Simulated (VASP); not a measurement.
# CaS (Fm-3m) in VASP: single point with PBE0

Aim: the single point of CaS with PBE0.

Everything below comes from runs of VASP 6.6.1. Logs are shortened: lines on timing, memory, paths and dates and some standing lists are left out, and cuts for length are marked.

## 1. The cell of the first run

It takes space group Fm-3m (No. 225, cubic). The conventional cell has a = 5.696 Å, b = 5.696 Å, c = 5.696 Å, α = 90.00°, β = 90.00°, γ = 90.00°. Within 3.8 Å of Ca (site symmetry m-3m) lie 6 S at 2.85 Å. Within 3.8 Å of S (site symmetry m-3m) lie 6 Ca at 2.85 Å.

## 2. Single point, PBE0

Contents of POSCAR:

```
CaS
1.0
    0.0000000000      2.8479357432      2.8479357432
    2.8479357432      0.0000000000      2.8479357432
    2.8479357432      2.8479357432      0.0000000000
Ca S
1 1
Direct
    0.0000000000      0.0000000000      0.0000000000
    0.5000000000      0.5000000000      0.5000000000
```

Contents of INCAR.step1:

```
ALGO = Normal
EDIFF = 1E-5
ENCUT = 400
GGA = PE
GGA_COMPAT = False
ISIF = 2
ISMEAR = 0
LASPH = True
LCHARG = False
LREAL = False
LWAVE = True
NBANDS = 15
NELM = 120
PREC = Accurate
SIGMA = 0.01
```

Contents of INCAR.step2:

```
AEXX = 0.25
ALGO = Normal
EDIFF = 1E-6
ENCUT = 400
GGA = PE
GGA_COMPAT = False
ISIF = 2
ISMEAR = 0
ISTART = 1
LASPH = True
LCHARG = False
LHFCALC = True
LREAL = False
LWAVE = False
NBANDS = 15
NELM = 120
PREC = Accurate
PRECFOCK = Normal
SIGMA = 0.01
```

Contents of KPOINTS:

```
k-points
0
Gamma
  6 6 6
```

Potentials or basis: VASP PAW PBE potentials, release 64 (Ca_sv, S).

Run with:

```sh
cat potpaw_PBE.64/Ca_sv/POTCAR potpaw_PBE.64/S/POTCAR > POTCAR
cp INCAR.step1 INCAR
mpirun -np 1 vasp_std > vasp.out
cp INCAR.step2 INCAR
mpirun -np 1 vasp_std > vasp.out
```

OUTCAR:

```text
AEXX = 0.25
   EDIFF = 1E-6
   ENCUT = 400
   GGA = PE
   ISIF = 2
   ISMEAR = 0
   ISTART = 1
   LASPH = True
   LHFCALC = True
   LREAL = False
   NELM = 120
   PREC = Accurate
   PRECFOCK = Normal

 ion  position               nearest neighbor table
   1  0.000  0.000  0.000-   2 2.85   2 2.85   2 2.85   2 2.85   2 2.85   2 2.85
   2  0.500  0.500  0.500-   1 2.85   1 2.85   1 2.85   1 2.85   1 2.85   1 2.85

  LATTYP: Found a face centered cubic cell.
 ALAT       =     5.6958714864

  Lattice vectors:

 A1 = (   0.0000000000,   2.8479357432,   2.8479357432)
 A2 = (   2.8479357432,   0.0000000000,   2.8479357432)
 A3 = (   2.8479357432,   2.8479357432,   0.0000000000)

Analysis of symmetry for initial positions (statically):
=====================================================================
 Subroutine PRICEL returns:
 Original cell was already a primitive cell.

 Routine SETGRP: Setting up the symmetry group for a
 face centered cubic supercell.

 Subroutine GETGRP returns: Found 48 space group operations
 (whereof 48 operations were pure point group operations)
 out of a pool of 48 trial point group operations.

The static configuration has the point symmetry O_h .

Analysis of symmetry for dynamics (positions and initial velocities):
=====================================================================
 Subroutine PRICEL returns:
 Original cell was already a primitive cell.

 Routine SETGRP: Setting up the symmetry group for a
 face centered cubic supercell.

 Subroutine GETGRP returns: Found 48 space group operations
 (whereof 48 operations were pure point group operations)
 out of a pool of 48 trial point group operations.

The dynamic configuration has the point symmetry O_h .

 Subroutine INISYM returns: Found 48 space group operations
 (whereof 48 operations are pure point group operations),
 and found     1 'primitive' translations

----------------------------------------------------------------------------------------

                                     Primitive cell

  volume of cell :      46.1977

  direct lattice vectors                    reciprocal lattice vectors
     0.000000000  2.847935743  2.847935743    -0.175565759  0.175565759  0.175565759
     2.847935743  0.000000000  2.847935743     0.175565759 -0.175565759  0.175565759
     2.847935743  2.847935743  0.000000000     0.175565759  0.175565759 -0.175565759

  length of vectors
     4.027589353  4.027589353  4.027589353     0.304088814  0.304088814  0.304088814

  position of ions in fractional coordinates (direct lattice)
     0.000000000  0.000000000  0.000000000
     0.500000000  0.500000000  0.500000000

  ion indices of the primitive-cell ions
   primitive index   ion index
                 1           1
                 2           2

----------------------------------------------------------------------------------------

 KPOINTS: k-points

Automatic generation of k-mesh.
 Grid dimensions read from file:
 generate k-points for:    6    6    6

 Generating k-lattice:

  Cartesian coordinates                     Fractional coordinates (reciprocal lattice)
    -0.029260960  0.029260960  0.029260960     0.166666667  0.000000000  0.000000000
     0.029260960 -0.029260960  0.029260960     0.000000000  0.166666667  0.000000000
     0.029260960  0.029260960 -0.029260960     0.000000000  0.000000000  0.166666667

  Length of vectors
     0.050681469  0.050681469  0.050681469

  Shift w.r.t. Gamma in fractional coordinates (k-lattice)
     0.000000000  0.000000000  0.000000000

 Subroutine IBZKPT returns following result:
 ===========================================

 Found     16 irreducible k-points:

 Following reciprocal coordinates:
            Coordinates               Weight
  0.000000  0.000000  0.000000      1.000000
  0.166667  0.000000  0.000000      8.000000
  0.333333  0.000000  0.000000      8.000000
  0.500000  0.000000  0.000000      4.000000
  0.166667  0.166667  0.000000      6.000000
  0.333333  0.166667  0.000000     24.000000
[... 8 lines left out ...]
 -0.333333  0.333333  0.166667     24.000000
 -0.333333  0.500000  0.166667     12.000000
   k-points           NKPTS =     16   k-points in BZ     NKDIM =    216   number of bands    NBANDS=     15
   number of dos      NEDOS =    301   number of ions     NIONS =      2
   total plane-waves  NPLWV =  21952
   dimension x,y,z NGX =    28 NGY =   28 NGZ =   28
   dimension x,y,z NGXF=    56 NGYF=   56 NGZF=   56
   ions per type =               1   1
   NGX,Y,Z   is equivalent  to a cutoff of  11.56, 11.56, 11.56 a.u.
   NGXF,Y,Z  is equivalent  to a cutoff of  23.11, 23.11, 23.11 a.u.
 SYSTEM =  unknown system
   PREC   = accura    normal or accurate (medium, high low for compatibility)
   ISTART =      1    job   : 0-new  1-cont  2-samecut
   ICHARG =      0    charge: 1-file 2-atom 10-const
   ISPIN  =      1    spin polarized calculation?
   LNONCOLLINEAR =      F non collinear calculations
   LSORBIT =      F    spin-orbit coupling
   LASPH  =      T    aspherical Exc in radial PAW
   ENCUT  =  400.0 eV  29.40 Ry    5.42 a.u.   6.57  6.57  6.57*2*pi/ulx,y,z
   NELM   =    120;   NELMIN=  2; NELMDL=  0     # of ELM steps
   EDIFF  = 0.1E-05   stopping-criterion for ELM
   LREAL  =      F    real-space projection
   EDIFFG = 0.1E-04   stopping-criterion for IOM
   NSW    =      0    number of steps for IOM
   IBRION =     -1    ionic relax: 0-MD 1-quasi-New 2-CG
   NFREE  =      0    steps in history (QN), initial steepest desc. (CG)
   ISIF   =      2    stress and relaxation
   ISYM   =      3    0-nonsym 1-usesym 2-fastsym
   POTIM  = 0.5000    time-step for ionic-motion
   TEBEG  =    0.0;   TEEND  =   0.0 temperature during run
   PSTRESS=    0.0 pullay stress
   NELECT =      16.0000    total number of electrons
   NUPDOWN=      -1.0000    fix difference up-down
   EMIN   =  10.00;   EMAX   =-10.00  energy-range for DOS
   EFERMI =   0.00;   METHOD = LEGACY
   ISMEAR =     0;   SIGMA  =   0.01  broadening in eV -4-tet -1-fermi 0-gaus
   EFERMI_NEDOS =   21; number of points for ismear=-14 and -15
   IALGO  =     38    algorithm
   IMIX   =      1    mixing-type and parameters
     AMIX     =   0.40;   BMIX     =  1.00
     AMIX_MAG =   1.60;   BMIX_MAG =  1.00
  volume/ion in A,a.u.               =      23.10       155.88
  Fermi-wavevector in a.u.,A,eV,Ry     =   1.149674  2.172568 17.983499  1.321750
  Thomas-Fermi vector in A             =   2.286342
   LORBIT       =      0    0 simple, 1 ext, 2 COOP (PROOUT), +10 PAW based schemes
   GGA     = PE    functional components
   LHFCALC =     T    Hartree Fock is set to
   PRECFOCK=normal    Normal, Fast or Accurate (Low or Medium for compatibility)
   ENCUT4O =  -1.0   cutoff for four orbital integrals eV
   NKREDX  =     1    reduce k-point grid by
   NKREDY  =     1    reduce k-point grid by
   NKREDZ  =     1    reduce k-point grid by
   AEXX    =    0.2500 exact exchange contribution
   HFSCREEN=    0.0000 screening length (either q_TF or 0.3 A-1)
   HFSCREENC=   0.0000 screening length for correlation (either q_TF or 0.3 A-1)
   ENCUTFOCK=  -1.0 apply spherical cutoff to Coloumb kernel
   IVDW    =     0    specifies the selected vdW correction
   LEPSILON=     F    determine dielectric tensor
   LRPA    =     F    only Hartree local field effects (RPA)
 non-spin polarized calculation
 Gauss-broadening in eV      SIGMA  =   0.01
  energy-cutoff  :      400.00
  volume of cell :       46.20
 maximum number of plane-waves:       869
 NGX is ok and might be reduce to    28
  NGX = 20; NGY = 20; NGZ = 20

 number of electron      15.9999999 magnetization

 Free energy of the ion-electron system (eV)
  ---------------------------------------------------
  ext. energy  EPLUGINS =         0.00000000
  ---------------------------------------------------
  free energy    TOTEN  =       -12.22135774 eV

  energy without entropy =      -12.22135774  energy(sigma->0) =      -12.22135774

 E-fermi :   1.7982     XC(G=0):  -7.3623

 val. band max:        1.7241315940   @ k =   0.0000   0.0000   0.0000
 cond. band min:       5.8384722073   @ k =   0.5000   0.5000   0.0000
 fundamental gap:      4.1143406134
 Fermi energy:         1.7982119919

 k-point     1 :       0.0000    0.0000    0.0000
  band No.  band energies     occupation
      1     -40.5178      2.00000
      2     -20.0148      2.00000
      3     -20.0148      2.00000
      4     -20.0148      2.00000
      5     -10.8449      2.00000
      6       1.7241      2.00000
      7       1.7241      2.00000
      8       1.7241      2.00000
      9       7.5920      0.00000
     10       7.9434      0.00000
     11       7.9434      0.00000
     12       7.9434      0.00000
     13       8.6151      0.00000
     14       8.6151      0.00000
     15      14.3701      0.00000

 k-point     2 :       0.1667    0.0000    0.0000
  band No.  band energies     occupation
      1     -40.5148      2.00000
      2     -20.0628      2.00000
      3     -20.0177      2.00000
      4     -20.0177      2.00000
      5     -10.6351      2.00000
      6       0.5966      2.00000
      7       1.3425      2.00000
      8       1.3425      2.00000
      9       7.8316      0.00000
     10       8.3857      0.00000
     11       8.3857      0.00000
     12       8.9670      0.00000
     13       9.3646      0.00000
     14       9.3646      0.00000
     15      14.8035      0.00000

 k-point     3 :       0.3333    0.0000    0.0000
  band No.  band energies     occupation
      1     -40.5087      2.00000
      2     -20.1559      2.00000
      3     -20.0235      2.00000
      4     -20.0235      2.00000
      5     -10.1794      2.00000
      6      -1.0329      2.00000
      7       0.7331      2.00000
      8       0.7331      2.00000
      9       8.1080      0.00000
     10       9.4661      0.00000
     11       9.4661      0.00000
     12      10.5103      0.00000
     13      11.0316      0.00000
     14      11.0316      0.00000
     15      14.2076      0.00000

 k-point     4 :       0.5000    0.0000    0.0000
  band No.  band energies     occupation
      1     -40.5056      2.00000
      2     -20.2011      2.00000
      3     -20.0264      2.00000
      4     -20.0264      2.00000
      5      -9.9270      2.00000
      6      -1.7208      2.00000
      7       0.4779      2.00000
      8       0.4779      2.00000
      9       8.6120      0.00000
     10      10.1408      0.00000
     11      10.3882      0.00000
     12      10.3882      0.00000
     13      12.4821      0.00000
     14      12.5001      0.00000
     15      12.5001      0.00000
[... 163 lines left out ...]
 k-point    14 :       0.5000    0.3333    0.1667
  band No.  band energies     occupation
      1     -40.5047      2.00000
      2     -20.1404      2.00000
      3     -20.0732      2.00000
      4     -20.0430      2.00000
      5     -10.0809      2.00000
      6      -0.9214      2.00000
      7       0.3551      2.00000
      8       0.5116      2.00000
      9       7.6031      0.00000
     10       9.6096      0.00000
     11      10.2044      0.00000
     12      10.5306      0.00000
     13      10.8714      0.00000
     14      12.1876      0.00000
     15      12.8480      0.00000

 k-point    15 :      -0.3333    0.3333    0.1667
  band No.  band energies     occupation
      1     -40.5026      2.00000
      2     -20.1443      2.00000
      3     -20.0886      2.00000
      4     -20.0537      2.00000
      5      -9.9833      2.00000
      6      -0.8686      2.00000
      7      -0.1133      2.00000
      8       0.3559      2.00000
      9       8.6652      0.00000
     10       8.8323      0.00000
     11      10.4267      0.00000
     12      10.7460      0.00000
     13      10.8897      0.00000
     14      12.5741      0.00000
     15      13.4383      0.00000

 k-point    16 :      -0.3333    0.5000    0.1667
  band No.  band energies     occupation
      1     -40.5017      2.00000
      2     -20.1297      2.00000
      3     -20.0886      2.00000
      4     -20.0762      2.00000
      5     -10.0356      2.00000
      6      -0.6065      2.00000
      7       0.1554      2.00000
      8       0.1949      2.00000
      9       7.2872      0.00000
     10       9.7583      0.00000
     11       9.9200      0.00000
     12      10.6408      0.00000
     13      11.0977      0.00000
     14      11.7480      0.00000
     15      13.9451      0.00000

------------------------ aborting loop because EDIFF is reached ----------------------------------------

  FORCE on cell =-STRESS in cart. coord.  units (eV):
  Direction    XX          YY          ZZ          XY          YZ          ZX
  --------------------------------------------------------------------------------------
  -------------------------------------------------------------------------------------
  Total        0.0507840      0.0507840      0.0507840      0.0000000     -0.0000000      0.0000000
  in kB        1.7612339      1.7612339      1.7612339      0.0000000     -0.0000000      0.0000000
  external PRESSURE =       1.7612339 kB  Pullay stress =       0.0000000 kB

 VOLUME and BASIS-vectors are now :
 -----------------------------------------------------------------------------
  energy-cutoff  :      400.00
  volume of cell :       46.20
      direct lattice vectors                 reciprocal lattice vectors
     0.000000000  2.847935743  2.847935743    -0.175565759  0.175565759  0.175565759
     2.847935743  0.000000000  2.847935743     0.175565759 -0.175565759  0.175565759
     2.847935743  2.847935743  0.000000000     0.175565759  0.175565759 -0.175565759

 POSITION                                       TOTAL-FORCE (eV/Angst)
 -----------------------------------------------------------------------------------
      0.00000      0.00000      0.00000        -0.000000     -0.000000      0.000000
      2.84794      2.84794      2.84794         0.000000      0.000000      0.000000
 -----------------------------------------------------------------------------------
    total drift:                                0.000000      0.000000     -0.000000

  FREE ENERGIE OF THE ION-ELECTRON SYSTEM (eV)
  ---------------------------------------------------
  free  energy   TOTEN  =       -12.2213577415 eV

  energy  without entropy=      -12.2213577415  energy(sigma->0) =      -12.22135774
```

Wall time 17 min (1 thread of Intel Xeon Platinum 8488C (Sapphire Rapids), shared host); peak memory 0.17 GiB.

What came out:

```yaml
Free_energy: -12.2214 eV
Pressure: 0.2 GPa
Band_gap_on_the_k_mesh: 4.11 eV (least direct gap 5.04 eV)
```

Levels at points of the mesh, in eV from the valence-band top:
| k point | band 4 | band 5 | band 6 | band 7 | band 8 | band 9 | band 10 | band 11 | band 12 | band 13 |
| --- | --- | --- | --- | --- | --- | --- | --- | --- | --- | --- |
| (0.00, 0.00, 0.00) | -21.74 | -12.57 | 0.00 | 0.00 | 0.00 | 5.87 | 6.22 | 6.22 | 6.22 | 6.89 |
| (0.50, 0.00, 0.00) | -21.75 | -11.65 | -3.44 | -1.25 | -1.25 | 6.89 | 8.42 | 8.66 | 8.66 | 10.76 |
| (0.50, 0.50, 0.00) | -21.79 | -11.86 | -2.59 | -0.92 | -0.92 | 4.11 | 7.84 | 7.90 | 9.26 | 9.36 |

Caveat: the PAW data sets were made with another functional, which shifts forces and pressure a little.
